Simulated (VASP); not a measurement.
The system is SiGeW3.

```
Si Ge W
1.0
     3.36245    0.00000    0.00000
     0.00000    3.36245    0.00000
     0.00000    0.00000    7.60000
Si Ge W
1 1 3
Cartesian
  1.6812 1.6812 0.0000
  0.0000 0.0000 3.8000
  0.0000 0.0000 6.3559
  0.0000 0.0000 1.2441
  1.6812 1.6812 3.8000
```

The cell was built from a structure type or drawn by symmetry, and may not be a known phase.

```yaml
Program: VASP 6.6.1
Task: relaxation of cell and atoms
Functional: PBE
Potentials_or_basis: VASP PAW PBE potentials, release 64 (Si, Ge_d, W_sv)
Cutoff: 600 eV
k_mesh: 6 × 6 × 2
Occupations: gaussian, width 0.1 eV
Spin: no spin polarisation
```

At the start: pressure -0.3 GPa; volume 17.19 Å³/atom.

**Question.** How do energy, volume and symmetry change on relaxing?

**Answer.** Over 5 steps the energy falls by 3.8 meV/atom and the volume is 17.03 Å³/atom (-0.9 %); space group P4/mmm (No. 123, to 0.1 Å) before and after.

Step by step:
```csv
step,energy change (eV),largest force (eV/Å),pressure (GPa),volume (Å³)
1,0.0000,0.6483,-0.28,85.93
2,-0.0157,0.1997,-0.84,85.55
3,-0.0174,0.0072,-0.77,85.64
4,-0.0165,0.0012,1.38,84.61
5,-0.0190,0.0051,0.15,85.17
```

Final structure:
```xyz
5
Lattice="3.3502 0.0000 0.0000 0.0000 3.3502 0.0000 0.0000 0.0000 7.5887" Properties=species:S:1:pos:R:3 pbc="T T T"
Si    1.6751    1.6751    0.0000
Ge    0.0000    0.0000    3.7944
W     3.3502    0.0000    6.3198
W     0.0000    0.0000    1.2689
W     1.6751    1.6751    3.7944
```

Caveat: the k points lie up to 0.41 Å⁻¹ apart in the final cell, too coarse for converged energies and pressures of a metal.
